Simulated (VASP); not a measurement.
# Li2Se (Fm-3m) in VASP: a series of runs

Aim: see how the results for Li2Se move with the level of theory and the settings. Levels: PBE, r2SCAN. Tasks: single point.

Everything below comes from runs of VASP 6.6.1. Logs are shortened: lines on timing, memory, paths and dates and some standing lists are left out, and cuts for length are marked.

## 1. The cell of the first run

The structure is cubic, space group Fm-3m (No. 225). Conventional cell: a = 5.688 Å, b = 5.688 Å, c = 5.688 Å, α = 90.00°, β = 90.00°, γ = 90.00°. Within 3.3 Å of Se (site symmetry m-3m) lie 8 Li at 2.46 Å. Li (site symmetry -43m) has 4 Se at 2.46 Å and 6 Li at 2.84 Å within 3.3 Å.

## 2. Single point, PBE (strain -5.0%)

Input file INCAR:

```
PREC = Accurate
ENCUT = 750
EDIFF = 1E-6
ISMEAR = -1
SIGMA = 0.02
LREAL = False
LASPH = True
NELM = 120
ALGO = Normal
ISIF = 2
LWAVE = False
LCHARG = True
GGA = PE
LELF = True
LVHAR = True
NBANDS = 13
GGA_COMPAT = False
```

Input file KPOINTS:

```
Automatic mesh
0
Gamma
  8 8 8
```

Input file POSCAR:

```
Li2Se
1.0
    0.0000000000      2.8438450045      2.8438450045
    2.8438450045      0.0000000000      2.8438450045
    2.8438450045      2.8438450045      0.0000000000
Se Li
1 2
Direct
    0.0000000000      0.0000000000      0.0000000000
    0.2500000000      0.2500000000      0.2500000000
    0.7500000000      0.7500000000      0.7500000000
```

Potentials or basis: VASP PAW PBE potentials, release 64 (Se, Li_sv).

Started as:

```
$ cat potpaw_PBE.64/Se/POTCAR potpaw_PBE.64/Li_sv/POTCAR > POTCAR
$ mpirun -np 1 vasp_std > vasp.out
```

OUTCAR:

```text
PREC = Accurate
   ENCUT = 750
   EDIFF = 1E-6
   ISMEAR = -1
   LREAL = False
   LASPH = True
   NELM = 120
   ISIF = 2
   GGA = PE

 ion  position               nearest neighbor table
   1  0.000  0.000  0.000-   3 2.46   3 2.46   3 2.46   2 2.46   2 2.46   2 2.46   3 2.46   2 2.46

   2  0.250  0.250  0.250-   1 2.46   1 2.46   1 2.46   1 2.46
   3  0.750  0.750  0.750-   1 2.46   1 2.46   1 2.46   1 2.46

  LATTYP: Found a face centered cubic cell.
 ALAT       =     5.6876900090

  Lattice vectors:

 A1 = (   0.0000000000,   2.8438450045,   2.8438450045)
 A2 = (   2.8438450045,   0.0000000000,   2.8438450045)
 A3 = (   2.8438450045,   2.8438450045,   0.0000000000)

Analysis of symmetry for initial positions (statically):
=====================================================================
 Subroutine PRICEL returns:
 Original cell was already a primitive cell.

 Routine SETGRP: Setting up the symmetry group for a
 face centered cubic supercell.

 Subroutine GETGRP returns: Found 48 space group operations
 (whereof 48 operations were pure point group operations)
 out of a pool of 48 trial point group operations.

The static configuration has the point symmetry O_h .

Analysis of symmetry for dynamics (positions and initial velocities):
=====================================================================
 Subroutine PRICEL returns:
 Original cell was already a primitive cell.

 Routine SETGRP: Setting up the symmetry group for a
 face centered cubic supercell.

 Subroutine GETGRP returns: Found 48 space group operations
 (whereof 48 operations were pure point group operations)
 out of a pool of 48 trial point group operations.

The dynamic configuration has the point symmetry O_h .

 Subroutine INISYM returns: Found 48 space group operations
 (whereof 48 operations are pure point group operations),
 and found     1 'primitive' translations

----------------------------------------------------------------------------------------

                                     Primitive cell

  volume of cell :      45.9989

  direct lattice vectors                    reciprocal lattice vectors
     0.000000000  2.843845004  2.843845004    -0.175818302  0.175818302  0.175818302
     2.843845004  0.000000000  2.843845004     0.175818302 -0.175818302  0.175818302
     2.843845004  2.843845004  0.000000000     0.175818302  0.175818302 -0.175818302

  length of vectors
     4.021804175  4.021804175  4.021804175     0.304526232  0.304526232  0.304526232

  position of ions in fractional coordinates (direct lattice)
     0.000000000  0.000000000  0.000000000
     0.250000000  0.250000000  0.250000000
     0.750000000  0.750000000  0.750000000

  ion indices of the primitive-cell ions
   primitive index   ion index
                 1           1
                 2           2
                 3           3

----------------------------------------------------------------------------------------

 KPOINTS: Automatic mesh

Automatic generation of k-mesh.
 Grid dimensions read from file:
 generate k-points for:    8    8    8

 Generating k-lattice:

  Cartesian coordinates                     Fractional coordinates (reciprocal lattice)
    -0.021977288  0.021977288  0.021977288     0.125000000  0.000000000  0.000000000
     0.021977288 -0.021977288  0.021977288     0.000000000  0.125000000  0.000000000
     0.021977288  0.021977288 -0.021977288     0.000000000  0.000000000  0.125000000

  Length of vectors
     0.038065779  0.038065779  0.038065779

  Shift w.r.t. Gamma in fractional coordinates (k-lattice)
     0.000000000  0.000000000  0.000000000

 Subroutine IBZKPT returns following result:
 ===========================================

 Found     29 irreducible k-points:

 Following reciprocal coordinates:
            Coordinates               Weight
  0.000000  0.000000  0.000000      1.000000
  0.125000  0.000000  0.000000      8.000000
  0.250000  0.000000  0.000000      8.000000
  0.375000  0.000000  0.000000      8.000000
  0.500000  0.000000  0.000000      4.000000
  0.125000  0.125000  0.000000      6.000000
[... 16 lines left out ...]
  0.500000  0.250000  0.125000     48.000000
 -0.375000  0.250000  0.125000     24.000000
 [... further k-points ...]
   k-points           NKPTS =     29   k-points in BZ     NKDIM =     29   number of bands    NBANDS=     13
   number of dos      NEDOS =    301   number of ions     NIONS =      3
   total plane-waves  NPLWV =  46656
   dimension x,y,z NGX =    36 NGY =   36 NGZ =   36
   dimension x,y,z NGXF=    72 NGYF=   72 NGZF=   72
   ions per type =               1   2
   NGX,Y,Z   is equivalent  to a cutoff of  14.88, 14.88, 14.88 a.u.
   NGXF,Y,Z  is equivalent  to a cutoff of  29.76, 29.76, 29.76 a.u.
 SYSTEM =  unknown system
   PREC   = accura    normal or accurate (medium, high low for compatibility)
   ISTART =      0    job   : 0-new  1-cont  2-samecut
   ICHARG =      2    charge: 1-file 2-atom 10-const
   ISPIN  =      1    spin polarized calculation?
   LNONCOLLINEAR =      F non collinear calculations
   LSORBIT =      F    spin-orbit coupling
   LASPH  =      T    aspherical Exc in radial PAW
   ENCUT  =  750.0 eV  55.12 Ry    7.42 a.u.   8.98  8.98  8.98*2*pi/ulx,y,z
   NELM   =    120;   NELMIN=  2; NELMDL= -5     # of ELM steps
   EDIFF  = 0.1E-05   stopping-criterion for ELM
   LREAL  =      F    real-space projection
   EDIFFG = 0.1E-04   stopping-criterion for IOM
   NSW    =      0    number of steps for IOM
   IBRION =     -1    ionic relax: 0-MD 1-quasi-New 2-CG
   NFREE  =      0    steps in history (QN), initial steepest desc. (CG)
   ISIF   =      2    stress and relaxation
   ISYM   =      2    0-nonsym 1-usesym 2-fastsym
   POTIM  = 0.5000    time-step for ionic-motion
   TEBEG  =    0.0;   TEEND  =   0.0 temperature during run
   PSTRESS=    0.0 pullay stress
   NELECT =      12.0000    total number of electrons
   NUPDOWN=      -1.0000    fix difference up-down
   EMIN   =  10.00;   EMAX   =-10.00  energy-range for DOS
   EFERMI =   0.00;   METHOD = LEGACY
   ISMEAR =    -1;   SIGMA  =   0.02  broadening in eV -4-tet -1-fermi 0-gaus
   EFERMI_NEDOS =   21; number of points for ismear=-14 and -15
   IALGO  =     38    algorithm
   IMIX   =      4    mixing-type and parameters
     AMIX     =   0.40;   BMIX     =  1.00
     AMIX_MAG =   1.60;   BMIX_MAG =  1.00
  volume/ion in A,a.u.               =      15.33       103.47
  Fermi-wavevector in a.u.,A,eV,Ry     =   1.046051  1.976749 14.887790  1.094222
  Thomas-Fermi vector in A             =   2.180872
   LORBIT       =      0    0 simple, 1 ext, 2 COOP (PROOUT), +10 PAW based schemes
   GGA     = PE    functional components
   LHFCALC =     F    Hartree Fock is set to
   AEXX    =    0.0000 exact exchange contribution
   IVDW    =     0    specifies the selected vdW correction
   LEPSILON=     F    determine dielectric tensor
   LRPA    =     F    only Hartree local field effects (RPA)
 non-spin polarized calculation
  energy-cutoff  :      750.00
  volume of cell :       46.00
 maximum number of plane-waves:      2180
   NGX = 17   NGY = 17   NGZ = 17

 number of electron      11.9999998 magnetization

 Free energy of the ion-electron system (eV)
  ---------------------------------------------------
  ext. energy  EPLUGINS =         0.00000000
  ---------------------------------------------------
  free energy    TOTEN  =       -10.96068933 eV

  energy without entropy =      -10.96068933  energy(sigma->0) =      -10.96068933

 E-fermi :   2.5112     XC(G=0):  -8.8798

 val. band max:        2.0145328949   @ k =   0.0000   0.0000   0.0000
 cond. band min:       4.8171183934   @ k =   0.5000   0.5000   0.0000
 fundamental gap:      2.8025854985
 Fermi energy:         2.5112379973

 k-point     1 :       0.0000    0.0000    0.0000
  band No.  band energies     occupation
      1     -42.4862      2.00000
      2     -42.4403      2.00000
      3      -9.8588      2.00000
      4       2.0145      2.00000
      5       2.0145      2.00000
      6       2.0145      2.00000
      7       6.1407      0.00000
      8       7.6836      0.00000
      9       7.6836      0.00000
     10       7.6836      0.00000
     11      13.0901      0.00000
     12      13.0901      0.00000
     13      13.5668      0.00000

 k-point     2 :       0.1250    0.0000    0.0000
  band No.  band energies     occupation
      1     -42.4843      2.00000
      2     -42.4419      2.00000
      3      -9.7941      2.00000
      4       1.2338      2.00000
      5       1.8940      2.00000
      6       1.8940      2.00000
      7       6.6167      0.00000
      8       7.9562      0.00000
      9       7.9562      0.00000
     10       8.2259      0.00000
     11      11.7939      0.00000
     12      11.7939      0.00000
     13      13.7457      0.00000

 k-point     3 :       0.2500    0.0000    0.0000
  band No.  band energies     occupation
      1     -42.4790      2.00000
      2     -42.4465      2.00000
      3      -9.6269      2.00000
      4      -0.0945      2.00000
      5       1.6414      2.00000
      6       1.6414      2.00000
      7       7.1891      0.00000
      8       8.3025      0.00000
      9       8.3025      0.00000
     10       9.4692      0.00000
     11      11.4501      0.00000
     12      11.4501      0.00000
     13      14.3575      0.00000

 k-point     4 :       0.3750    0.0000    0.0000
  band No.  band energies     occupation
      1     -42.4712      2.00000
      2     -42.4536      2.00000
      3      -9.4408      2.00000
      4      -1.1109      2.00000
      5       1.4281      2.00000
      6       1.4281      2.00000
      7       7.6321      0.00000
      8       8.1577      0.00000
      9       8.1577      0.00000
     10      10.3693      0.00000
     11      12.6830      0.00000
     12      12.6830      0.00000
     13      15.3105      0.00000

 k-point     5 :       0.5000    0.0000    0.0000
  band No.  band energies     occupation
      1     -42.4622      2.00000
      2     -42.4622      2.00000
      3      -9.3570      2.00000
      4      -1.4865      2.00000
      5       1.3484      2.00000
      6       1.3484      2.00000
      7       7.8196      0.00000
      8       8.0234      0.00000
      9       8.0234      0.00000
     10      10.6490      0.00000
     11      14.5006      0.00000
     12      14.5006      0.00000
     13      15.3501      0.00000
[... 257 lines left out ...]
 k-point    22 :       0.3750    0.2500    0.1250
  band No.  band energies     occupation
      1     -42.4755      2.00000
      2     -42.4494      2.00000
      3      -9.4996      2.00000
      4      -0.2374      2.00000
      5       0.7243      2.00000
      6       1.3281      2.00000
      7       7.2047      0.00000
      8       8.6603      0.00000
      9       8.7124      0.00000
     10       9.9958      0.00000
     11      11.0027      0.00000
     12      14.2236      0.00000
     13      15.8332      0.00000

 k-point    23 :       0.5000    0.2500    0.1250
  band No.  band energies     occupation
      1     -42.4692      2.00000
      2     -42.4551      2.00000
      3      -9.3462      2.00000
      4      -0.8760      2.00000
      5       0.4458      2.00000
      6       1.0205      2.00000
      7       7.4405      0.00000
      8       8.4316      0.00000
      9       9.6598      0.00000
     10      10.3835      0.00000
     11      12.1125      0.00000
     12      14.2270      0.00000
     13      16.0346      0.00000

 k-point    24 :      -0.3750    0.2500    0.1250
  band No.  band energies     occupation
      1     -42.4620      2.00000
      2     -42.4620      2.00000
      3      -9.2782      2.00000
      4      -1.1509      2.00000
      5       0.4255      2.00000
      6       0.8338      2.00000
      7       7.5666      0.00000
      8       8.2627      0.00000
      9      10.2160      0.00000
     10      11.0657      0.00000
     11      12.1211      0.00000
     12      13.6599      0.00000
     13      15.6551      0.00000

 [... further k-points ...]

------------------------ aborting loop because EDIFF is reached ----------------------------------------

  FORCE on cell =-STRESS in cart. coord.  units (eV):
  Direction    XX          YY          ZZ          XY          YZ          ZX
  --------------------------------------------------------------------------------------
  -------------------------------------------------------------------------------------
  Total        2.1570049      2.1570049      2.1570049     -0.0000000     -0.0000000      0.0000000
  in kB       75.1300964     75.1300964     75.1300964     -0.0000000     -0.0000000      0.0000000
  external PRESSURE =      75.1300964 kB  Pullay stress =       0.0000000 kB

 VOLUME and BASIS-vectors are now :
 -----------------------------------------------------------------------------
  energy-cutoff  :      750.00
  volume of cell :       46.00
      direct lattice vectors                 reciprocal lattice vectors
     0.000000000  2.843845004  2.843845004    -0.175818302  0.175818302  0.175818302
     2.843845004  0.000000000  2.843845004     0.175818302 -0.175818302  0.175818302
     2.843845004  2.843845004  0.000000000     0.175818302  0.175818302 -0.175818302

 POSITION                                       TOTAL-FORCE (eV/Angst)
 -----------------------------------------------------------------------------------
      0.00000      0.00000      0.00000         0.000000      0.000000      0.000000
      1.42192      1.42192      1.42192        -0.000000     -0.000000     -0.000000
      4.26577      4.26577      4.26577         0.000000      0.000000      0.000000
 -----------------------------------------------------------------------------------
    total drift:                                0.000000      0.000000      0.000000

  FREE ENERGIE OF THE ION-ELECTRON SYSTEM (eV)
  ---------------------------------------------------
  free  energy   TOTEN  =       -10.9606893334 eV

  energy  without entropy=      -10.9606893334  energy(sigma->0) =      -10.96068933
```

Run time: 34 s. Hardware: 1 thread of Oxide Virtual Turin-like, shared host; peak memory 0.18 GiB.

Results:

| Quantity | Value |
| --- | --- |
| Free energy | -10.9607 eV |
| Pressure | 7.5 GPa |
| Band gap on the k mesh | 2.80 eV (least direct gap 4.13 eV) |

Caveat: the cell differs from its parent crystal (strain -5.0%); the cell stands under pressure; the structure was generated, so it needn't be the stable form of Li2Se. A k mesh can miss the band edges.

## 3. Single point, r2SCAN (strain -5.0%)

POSCAR is that of step 2.

Input file INCAR.step1:

```
SYSTEM = Li2Se
ALGO     = Normal         ! electronic algorithm
EDIFF    = 1E-5           ! SCF threshold, eV
ENCUT    = 830            ! plane-wave cutoff, eV
GGA      = PE             ! functional
GGA_COMPAT= .False.      
ISMEAR   = 0              ! smearing method
LASPH    = .True.         ! aspherical terms in the spheres
LCHARG   = .False.        ! write CHGCAR
LREAL    = .False.        ! projectors in reciprocal space
LWAVE    = .True.         ! write WAVECAR
NBANDS   = 13             ! bands
NELM     = 120            ! most SCF steps
PREC     = Accurate       ! precision mode
SIGMA    = 0.01           ! smearing width, eV
```

Input file INCAR.step2:

```
SYSTEM = Li2Se
ALGO     = Normal         ! electronic algorithm
EDIFF    = 1E-6           ! SCF threshold, eV
ENCUT    = 830            ! plane-wave cutoff, eV
GGA_COMPAT= .False.      
ISIF     = 2              ! what is computed and relaxed
ISMEAR   = 0              ! smearing method
ISTART   = 1            
LASPH    = .True.         ! aspherical terms in the spheres
LCHARG   = .False.        ! write CHGCAR
LMIXTAU  = .True.       
LREAL    = .False.        ! projectors in reciprocal space
LWAVE    = .False.        ! write WAVECAR
METAGGA  = R2SCAN         ! meta-GGA
NBANDS   = 13             ! bands
NELM     = 120            ! most SCF steps
PREC     = Accurate       ! precision mode
SIGMA    = 0.01           ! smearing width, eV
```

Input file KPOINTS:

```
k-points
0
Gamma
  8 8 8
  0 0 0
```

Potentials or basis: VASP PAW PBE potentials, release 64 (Se, Li_sv).

Started as:

```
$ cat potpaw_PBE.64/Se/POTCAR potpaw_PBE.64/Li_sv/POTCAR > POTCAR
$ cp INCAR.step1 INCAR
$ mpirun -np 1 vasp_std > vasp.out
$ cp INCAR.step2 INCAR
$ mpirun -np 1 vasp_std > vasp.out
```

Wall time 6.1 min (1 thread of Oxide Virtual Turin-like, shared host); peak memory 0.24 GiB.

It converged, with:

```
Free energy            : -23.2905 eV
Pressure               : 6.9 GPa
Band gap on the k mesh : 3.31 eV (least direct gap 4.92 eV)
```

Levels at points of the mesh, in eV from the valence-band top:
| k point | band 2 | band 3 | band 4 | band 5 | band 6 | band 7 | band 8 | band 9 | band 10 | band 11 |
| --- | --- | --- | --- | --- | --- | --- | --- | --- | --- | --- |
| (0.00, 0.00, 0.00) | -45.86 | -12.27 | 0.00 | 0.00 | 0.00 | 4.92 | 6.36 | 6.36 | 6.36 | 11.68 |
| (0.50, 0.00, 0.00) | -45.88 | -11.75 | -3.50 | -0.66 | -0.66 | 6.65 | 6.65 | 6.65 | 9.36 | 13.64 |
| (0.50, 0.50, 0.00) | -45.88 | -11.60 | -2.67 | -1.81 | -1.81 | 3.31 | 7.36 | 12.51 | 12.51 | 13.54 |

Caveat: the cell differs from its parent crystal (strain -5.0%); the cell stands under pressure; the structure was generated, so it needn't be the stable form of Li2Se; the PAW data sets were made with another functional, which shifts forces and pressure a little. A k mesh can miss the band edges.
